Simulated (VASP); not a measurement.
Ti4N3O: single point with PBE

The system is Ti4N3O.

```
CELL_PARAMETERS angstrom
4.29663 0.00000 0.00000
0.00000 4.29663 0.00000
0.00000 0.00000 4.29663
ATOMIC_POSITIONS crystal
Ti 0.00000 0.00000 0.00000
Ti 0.50000 0.00000 0.50000
Ti 0.00000 0.50000 0.50000
Ti 0.50000 0.50000 0.00000
N 0.00000 0.50000 0.00000
N 0.50000 0.00000 0.00000
N 0.00000 0.00000 0.50000
O 0.50000 0.50000 0.50000
```

```yaml
Program: VASP 6.6.1
Task: single point
Functional: PBE
Potentials_or_basis: VASP PAW PBE potentials, release 64 (Ti_sv, N, O)
Cutoff: 520 eV
k_mesh: 10 × 10 × 10
Occupations: gaussian, width 0.1 eV
Spin: no spin polarisation
Dipole_correction: no
Further_INCAR_settings: ALGO = Normal; EDIFF = 1e-07; NBANDS = 44
```

The pressure is -6.8 GPa and the band gap on the k mesh is zero (an odd number of electrons rules out a gap without spin polarisation).

Levels at points of the mesh, in eV from the Fermi level:
| k point | band 30 | band 31 | band 32 | band 33 | band 34 | band 35 | band 36 | band 37 | band 38 | band 39 |
| --- | --- | --- | --- | --- | --- | --- | --- | --- | --- | --- |
| (0.00, 0.00, 0.00) | -3.03 | -3.03 | -3.03 | -2.36 | -2.36 | -2.36 | -0.69 | -0.69 | -0.69 | 0.47 |
| (0.50, 0.00, 0.00) | -4.09 | -3.24 | -3.24 | -2.06 | -1.93 | 0.35 | 0.35 | 0.76 | 0.76 | 0.91 |
| (0.50, 0.50, 0.00) | -5.00 | -5.00 | -4.98 | 0.32 | 0.70 | 0.78 | 0.78 | 0.82 | 1.34 | 1.34 |
| (0.50, 0.50, 0.50) | -5.36 | -5.31 | -5.31 | 1.30 | 1.30 | 1.30 | 1.42 | 1.42 | 1.42 | 1.53 |

It took 2.6 min on 1 thread of AMD EPYC 7R13 Processor (Zen 3), on a shared host, peak memory 0.25 GiB.

Caveat: the cell stands under tension; an odd number of electrons without spin polarisation forces a metal; a magnetic or distorted state may lie lower.
